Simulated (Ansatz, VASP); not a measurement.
# TiC in VASP and in Ansatz

```xyz
2
Lattice="0.0000 2.1640 2.1640 2.1640 0.0000 2.1640 2.1640 2.1640 0.0000" Properties=species:S:1:pos:R:3 pbc="T T T"
Ti    0.0000    0.0000    0.0000
C     2.1640    2.2515    2.1640
```

Change from the starting cell: all C atoms moved +0.087 Å, as atom 2 along Cartesian [0 1 0].

Alike in both runs: task single point; functional PBE; k mesh 18 × 18 × 18; occupations gaussian, width 0.15 eV; no spin polarisation.

|  | VASP | Ansatz |
| --- | --- | --- |
| version | VASP 6.6.1 | Ansatz 0.2.0 |
| potentials or method | VASP PAW PBE potentials, release 64 (Ti_sv, C), cutoff 520 eV | scalar-relativistic, plane waves, PAW |
| valence electrons in the cell | 16 | 16 |

```tsv
	VASP	Ansatz	Ansatz less VASP
gap on the k mesh at the Fermi level (eV)	none	none	-
pressure (GPa)	2.0	1.8	-0.19
traceless stress, the component that is largest in VASP (GPa)	1.41	1.40	-0.016
rms of the force components (eV/Å)	0.464	0.462	-0.0021
```

Atom by atom the forces differ by 0.002 eV/Å (rms over components). A gap of «none» marks a metal or a gap that the smearing closes. The functional is the same, so the differences come from potentials, cutoffs and numerics.
